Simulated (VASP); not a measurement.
**Bi2Te3: relaxation of shape and atoms at fixed volume with PBE+D3(BJ)**

The system is Bi2Te3.

```
Bi Te
1.0
     2.17835    1.25767   10.02420
    -2.17835    1.25767   10.02420
     0.00000   -2.51534   10.02420
Bi Te
2 3
Direct
  0.40012 0.40012 0.40012
  0.59988 0.59988 0.59988
  0.00000 0.00000 0.00000
  0.20925 0.20925 0.20925
  0.79075 0.79075 0.79075
```

| Property | Result |
| --- | --- |
| Program | VASP 6.6.1 |
| Task | relaxation of shape and atoms at fixed volume |
| Functional | PBE |
| Dispersion | D3(BJ) |
| Potentials or basis | VASP PAW PBE potentials, release 64 (Bi_d, Te) |
| Cutoff | 600 eV |
| k mesh | 7 × 7 × 7 |
| Occupations | gaussian, width 0.03 eV |
| Spin | no spin polarisation |
| Further INCAR settings | ALGO = Fast; EDIFF = 1e-07; IBRION = 2; EDIFFG = -0.01; NSW = 40; ISIF = 4 |

```
Energy gained by relaxing    : 0.7 meV/atom
Ionic steps                  : 7
Pressure after relaxing      : 0.8 GPa
Largest force after relaxing : 0.003 eV/Å
Band gap on the k mesh       : 0.24 eV
Dispersion energy per atom   : -0.461 eV
```

Forces on the atoms (eV/Å):
```
Bi   0.000  0.000 -0.003
Bi   0.000  0.000  0.003
Te   0.000  0.000  0.000
Te   0.000  0.000 -0.002
Te   0.000  0.000  0.002
```

The path:
| step | energy change (eV) | largest force (eV/Å) | pressure (GPa) |
| --- | --- | --- | --- |
| 1 | 0.0000 | 0.1337 | 1.13 |
| 2 | -0.0015 | 0.0796 | 1.03 |
| 3 | -0.0020 | 0.0638 | 0.93 |
| 4 | -0.0025 | 0.0504 | 0.91 |
| 5 | -0.0033 | 0.0163 | 0.84 |
| 6 | -0.0034 | 0.0055 | 0.81 |
| 7 | -0.0035 | 0.0031 | 0.82 |

Final structure:
```xyz
5
Lattice="2.1806 1.2590 10.0036 -2.1806 1.2590 10.0036 0.0000 -2.5179 10.0036" Properties=species:S:1:pos:R:3 pbc="T T T"
Bi    0.0000    0.0000   12.0196
Bi    0.0000    0.0000   17.9911
Te    0.0000    0.0000    0.0000
Te    0.0000    0.0000    6.2494
Te    0.0000    0.0000   23.7613
```

Levels at points of the mesh, in eV from the valence-band top:
```
           k point  band 21  band 22  band 23  band 24  band 25  band 26  band 27  band 28
(0.00, 0.00, 0.00)    -1.84    -0.94    -0.94     0.00     0.24     0.54     0.54     1.96
```

Run time: 56 min on 1 thread of Intel(R) Xeon(R) 6975P-C (Granite Rapids) (shared host), peak memory 1.2 GiB.

Caveat: spin-orbit coupling is left out, which moves the levels of the heavy elements; an odd mesh through Γ misses points on the zone boundary, where band edges can lie.
